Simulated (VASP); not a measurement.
# La2Ir (P-3m1) in VASP: notebook, part 2 of 2

VASP 6.6.1. The steps go on from the part before.

### 3 Relaxation of cell and atoms, PBE

This run uses another cell than the first one, of 34.83 Å³/atom.

File INCAR:

```
SYSTEM = La2Ir
PREC     = Accurate       ! precision mode
ENCUT    = 600            ! plane-wave cutoff, eV
EDIFF    = 1E-7           ! SCF threshold, eV
ISMEAR   = 0              ! smearing method
SIGMA    = 0.1            ! smearing width, eV
LREAL    = .FALSE.        ! projectors in reciprocal space
LASPH    = .TRUE.         ! aspherical terms in the spheres
NELM     = 100            ! most SCF steps
ALGO     = Fast           ! electronic algorithm
ISIF     = 3              ! what is computed and relaxed
LWAVE    = .FALSE.        ! write WAVECAR
LCHARG   = .FALSE.        ! write CHGCAR
GGA      = PE             ! functional
IBRION   = 2              ! ionic algorithm
NSW      = 100            ! ionic steps
EDIFFG   = -0.01          ! ionic threshold
```

File KPOINTS:

```
regular mesh
0
G
  12 12 8
  0 0 0
```

File POSCAR:

```
La2Ir
1.0
    4.2577340704      0.0000000000      0.0000000000
   -2.1288670352      3.6873058675      0.0000000000
    0.0000000000      0.0000000000      6.6556926029
La Ir
2 1
Direct
    0.3333333333      0.6666666667      0.2240330997
    0.6666666667      0.3333333333      0.7759669003
    0.0000000000      0.0000000000      0.0000000000
```

Potentials or basis: VASP PAW PBE potentials, release 64 (La, Ir).

On the command line:

```bash
$ cat potpaw_PBE.64/La/POTCAR potpaw_PBE.64/Ir/POTCAR > POTCAR
$ mpirun -np 1 vasp_std > vasp.out
```

OUTCAR:

```text
SYSTEM = La2Ir
   PREC = Accurate
   ENCUT = 600
   EDIFF = 1E-7
   ISMEAR = 0
   LREAL = .FALSE.
   LASPH = .TRUE.
   NELM = 100
   ISIF = 3
   GGA = PE
   IBRION = 2
   NSW = 100
   EDIFFG = -0.01

 ion  position               nearest neighbor table
   1  0.333  0.667  0.224-   3 2.88   3 2.88   3 2.88
   2  0.667  0.333  0.776-   3 2.88   3 2.88   3 2.88
   3  0.000  0.000  0.000-   1 2.88   2 2.88   1 2.88   2 2.88   2 2.88   1 2.88

  LATTYP: Found a hexagonal cell.
 ALAT       =     4.2577340704
 C/A-ratio  =     1.5632006351

  Lattice vectors:

 A1 = (   4.2577340704,   0.0000000000,   0.0000000000)
 A2 = (  -2.1288670352,   3.6873058675,   0.0000000000)
 A3 = (   0.0000000000,   0.0000000000,   6.6556926029)

Analysis of symmetry for initial positions (statically):
=====================================================================
 Subroutine PRICEL returns:
 Original cell was already a primitive cell.

 Routine SETGRP: Setting up the symmetry group for a
 hexagonal supercell.

 Subroutine GETGRP returns: Found 12 space group operations
 (whereof 12 operations were pure point group operations)
 out of a pool of 24 trial point group operations.

The static configuration has the point symmetry D_3d.

[... 270 lines left out ...]
  free  energy   TOTEN  =       -20.4694444551 eV

  energy  without entropy=      -20.4581930069  energy(sigma->0) =      -20.46381873

[... ionic steps 4 to 12 ...]

--------------------------------------- Ionic step       13  -------------------------------------------

 number of electron      30.9999998 magnetization

------------------------ aborting loop because EDIFF is reached ----------------------------------------
[... 69 lines left out ...]
--------------------------------------- Ionic step       15  -------------------------------------------

 number of electron      30.9999998 magnetization

 Free energy of the ion-electron system (eV)
  ---------------------------------------------------
  ext. energy  EPLUGINS =         0.00000000
  ---------------------------------------------------
  free energy    TOTEN  =       -20.47056789 eV

  energy without entropy =      -20.45959864  energy(sigma->0) =      -20.46508327

 E-fermi :   6.4462     XC(G=0):  -9.2545

 val. band max:        6.4410081167   @ k =   0.2500   0.0000   0.2500
 cond. band min:       6.4470147425   @ k =  -0.1667   0.4167   0.1250
 fundamental gap:      0.0060066259
 Fermi energy:         6.4461815478

 k-point     1 :       0.0000    0.0000    0.0000
  band No.  band energies     occupation
      1     -26.3574      2.00000
      2     -26.2669      2.00000
      3     -10.5608      2.00000
      4     -10.0804      2.00000
      5     -10.0804      2.00000
      6      -9.8693      2.00000
[... 505 lines left out ...]
      6      -9.9926      2.00000
[... 11 lines left out ...]
     18       7.3278      0.00000
     19       7.9148      0.00000

 [... further k-points ...]

------------------------ aborting loop because EDIFF is reached ----------------------------------------

  FORCE on cell =-STRESS in cart. coord.  units (eV):
  Direction    XX          YY          ZZ          XY          YZ          ZX
  --------------------------------------------------------------------------------------
  -------------------------------------------------------------------------------------
  Total       -0.0017392     -0.0017392      0.0080164      0.0000000      0.0000000      0.0000000
  in kB       -0.0262646     -0.0262646      0.1210590      0.0000000      0.0000000      0.0000000
  external PRESSURE =       0.0228433 kB  Pullay stress =       0.0000000 kB
[... 18 lines left out ...]
  FREE ENERGIE OF THE ION-ELECTRON SYSTEM (eV)
  ---------------------------------------------------
  free  energy   TOTEN  =       -20.4705678949 eV

  energy  without entropy=      -20.4595986416  energy(sigma->0) =      -20.46508327

 reached required accuracy - stopping structural energy minimisation
```

OSZICAR:

```text
N       E                     dE             d eps       ncg     rms          rms(c)
DAV:   1     0.354455782722E+03    0.35446E+03   -0.12445E+04  4986   0.239E+03
DAV:   2     0.734109163593E+02   -0.28104E+03   -0.27705E+03  7114   0.373E+02
DAV:   3    -0.821888943475E+01   -0.81630E+02   -0.80125E+02  8144   0.203E+02
[... 358 lines left out ...]
RMM:  12    -0.204705674550E+02   -0.13662E-06   -0.16282E-06  5052   0.125E-02    0.825E-04
RMM:  13    -0.204705675904E+02   -0.13541E-06   -0.12715E-06  4688   0.116E-02    0.670E-04
RMM:  14    -0.204705677363E+02   -0.14592E-06   -0.11213E-06  4550   0.115E-02    0.106E-03
RMM:  15    -0.204705678379E+02   -0.10154E-06   -0.83554E-07  4223   0.102E-02    0.113E-03
RMM:  16    -0.204705678949E+02   -0.57007E-07   -0.60098E-07  4033   0.976E-03
  15 F= -.20470568E+02 E0= -.20465083E+02  d E =-.137071E-04
```

Run time: 64 min. Hardware: 1 thread of Intel Xeon 6975P-C (Granite Rapids), shared host; peak memory 0.6 GiB.

What came out:

* Free energy: -20.4706 eV
* Relaxed volume: 35.36 Å³/atom
* Relaxed cell: a = 4.269 Å, b = 4.269 Å, c = 6.722 Å, α = 90.00°, β = 90.00°, γ = 120.00°
* Space group after relaxing (to 0.1 Å): P-3m1 (No. 164)
* Energy gained by relaxing: 0.6 meV/atom
* Ionic steps: 15
* Pressure after relaxing: 0.0 GPa
* Largest force after relaxing: 0.004 eV/Å
* Band gap on the k mesh: zero (an odd number of electrons rules out a gap without spin polarisation)

Forces on the atoms (eV/Å):
```
La   0.000  0.000  0.004
La   0.000  0.000 -0.004
Ir   0.000  0.000  0.000
```

The path:
| step | energy change (eV) | largest force (eV/Å) | pressure (GPa) | volume (Å³) |
| --- | --- | --- | --- | --- |
| 1 | 0.0000 | 0.0172 | 0.32 | 104.49 |
| 2 | -0.0002 | 0.1010 | -0.27 | 105.55 |
| 3 | -0.0006 | 0.0655 | -0.01 | 105.08 |
| 4 | -0.0009 | 0.0477 | -0.01 | 105.22 |
| 5 | -0.0013 | 0.0202 | 0.00 | 105.46 |
| 6 | -0.0012 | 0.0346 | 0.02 | 105.95 |
| 7 | -0.0014 | 0.0029 | 0.02 | 105.65 |
| 8 | -0.0014 | 0.0063 | 0.01 | 105.70 |
| 9 | -0.0016 | 0.0025 | -0.02 | 105.89 |
| 10 | -0.0017 | 0.0003 | -0.02 | 105.99 |
| 11 | -0.0017 | 0.0029 | -0.05 | 106.19 |
| 12 | -0.0017 | 0.0033 | -0.04 | 106.14 |
| 13 | -0.0017 | 0.0036 | -0.05 | 106.16 |
| 14 | -0.0016 | 0.0269 | 0.14 | 105.90 |
| 15 | -0.0017 | 0.0039 | 0.00 | 106.09 |

Final structure:
```xyz
3
Lattice="4.2691 0.0000 0.0000 -2.1345 3.6971 0.0000 0.0000 0.0000 6.7219" Properties=species:S:1:pos:R:3 pbc="T T T"
La    0.0000    2.4648    1.4869
La    2.1345    1.2324    5.2351
Ir    0.0000    0.0000    0.0000
```

Levels at points of the mesh, in eV from the Fermi level:
```tsv
k point	band 12	band 13	band 14	band 15	band 16	band 17	band 18	band 19
(0.00, 0.00, 0.00)	-2.82	-2.82	-2.75	-1.70	0.12	0.62	0.62	1.71
(0.50, 0.00, 0.00)	-2.35	-2.14	-2.09	-1.35	0.37	0.57	0.90	1.17
(0.00, 0.00, 0.50)	-2.76	-2.76	-2.74	-2.23	-0.09	0.53	0.53	1.33
(0.50, 0.00, 0.50)	-2.29	-2.13	-2.10	-1.40	0.11	0.76	0.97	1.05
```

Caveat: spin-orbit coupling is left out, which moves the levels of the heavy elements.
